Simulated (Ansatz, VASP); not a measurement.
# CaS in VASP and in Ansatz

```
Ca S
1.0
     0.00000    2.84795    2.84795
     2.84795    0.00000    2.84795
     2.84795    2.84795    0.00000
Ca S
1 1
Direct
  0.00000 0.00000 0.00000
  0.50000 0.50000 0.50000
```

Alike in both runs: task single point; functional PBE-based global hybrid; k mesh 4 × 4 × 4; no spin polarisation.

```csv
,VASP,Ansatz
version,VASP 6.6.1,Ansatz 0.2.0
potentials or method,"VASP PAW PBE potentials, release 64 (Ca_sv, S)",plane waves
plane-wave cutoff (eV),400,420
occupations,"gaussian, width 0.01 eV",fixed
valence electrons in the cell,16,16
```

```tsv
	VASP	Ansatz	Ansatz less VASP
gap on the k mesh at the Fermi level (eV)	2.70	2.70	-0.001
pressure (GPa)	0.6	0.5	-0.14
```

VASP's potentials were made for PBE, not for PBE-based global hybrid. Ansatz's warnings: stress exchange threshold loose, stress scf threshold loose.

The k mesh is coarse, so the values compare programs but aren't converged.
